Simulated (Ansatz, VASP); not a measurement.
## One calculation of Nb, two programs

```
CELL_PARAMETERS angstrom
-1.62659 1.62659 1.62659
1.62659 -1.62659 1.62659
1.62659 1.62659 -1.62659
ATOMIC_POSITIONS crystal
Nb 0.00000 0.00000 0.00000
```

Alike in both runs: functional LDA; k mesh 8 × 8 × 8; occupations gaussian, width 0.1 eV; no spin polarisation.

Ansatz relaxed the structure, and its values are those at the end. VASP's run is a single point on that final structure, the one shown.

|  | VASP | Ansatz |
| --- | --- | --- |
| version | VASP 6.6.1 | Ansatz 0.2.0 |
| potentials or method | VASP PAW LDA potentials, release 64 (Nb_sv), cutoff 520 eV | scalar-relativistic, plane waves, PAW |
| valence electrons in the cell | 13 | 13 |

|  | VASP | Ansatz | Ansatz less VASP |
| --- | --- | --- | --- |
| gap on the k mesh at the Fermi level (eV) | none | none | - |
| pressure (GPa) | -0.1 | 0.0 | +0.14 |

Ansatz warns that its potentials were made for another functional, while VASP's fit it. LDA's correlation is that of Perdew and Zunger in VASP and of Perdew and Wang (1992) in Ansatz. A gap of «none» marks a metal or a gap that the smearing closes.
